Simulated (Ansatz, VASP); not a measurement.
One calculation of HfC, two programs

Contents of INCAR:

```
ALGO = Normal
EDIFF = 1E-7
ENCUT = 520
GGA = PE
ISIF = 2
ISMEAR = -1
LASPH = True
LCHARG = False
LREAL = False
LWAVE = False
NBANDS = 14
NELM = 100
PREC = Accurate
SIGMA = 0.08
```

KPOINTS

```
k-points
0
Gamma
  14 14 14
```

The input POSCAR:

```
HfC
1.0
    2.6005187302      0.0000000000      0.0000000000
    0.0000000000      2.6005187302      0.0000000000
    0.0000000000      0.0000000000      2.6005187302
Hf C
1 1
Direct
    0.0000000000      0.0000000000      0.0000000000
    0.5000000000      0.5000000000      0.5000000000
```

Input for Ansatz:

```yaml
crystal:
  lattice:
    - [2.6005187302, 0.0, 0.0]
    - [0.0, 2.6005187302, 0.0]
    - [0.0, 0.0, 2.6005187302]
  atoms:
    - { symbol: Hf, position: [0.0, 0.0, 0.0] }
    - { symbol: C, position: [0.5, 0.5, 0.5] }
kpoints:
  mp_grid: { grid: [14, 14, 14] }
scf:
  occupations: { method: fermi_dirac, width: 0.08 }
hamiltonian:
  xc: pbe
  pseudopotentials: { kind: all_electron, lapw: { basis_error: 0.001 } }
output:
  forces: true
  stress: true
  eigenvalues: true
  populations: true
```

Change from the starting cell: volume scaled by 0.72, LAPW.

Alike in both runs: task single point; functional PBE; k mesh 14 × 14 × 14; occupations fermi-dirac, width 0.08 eV; no spin polarisation.

|  | VASP | Ansatz |
| --- | --- | --- |
| version | VASP 6.6.1 | Ansatz 0.2.0 |
| potentials or method | VASP PAW PBE potentials, release 64 (Hf_pv, C), cutoff 520 eV | all-electron LAPW, scalar-relativistic |

Ansatz gave:

* pressure (GPa): 128.5

Q: What did VASP give for the same quantities?

A: Pressure (GPa): 126.1.

Both programs put the cell under a high pressure, so it lies far from rest at this level. Ansatz ran all-electron here, and VASP with PAW potentials.

Neither program's run includes spin-orbit coupling. Noted on VASP's run: the cell as given lies far from equilibrium.
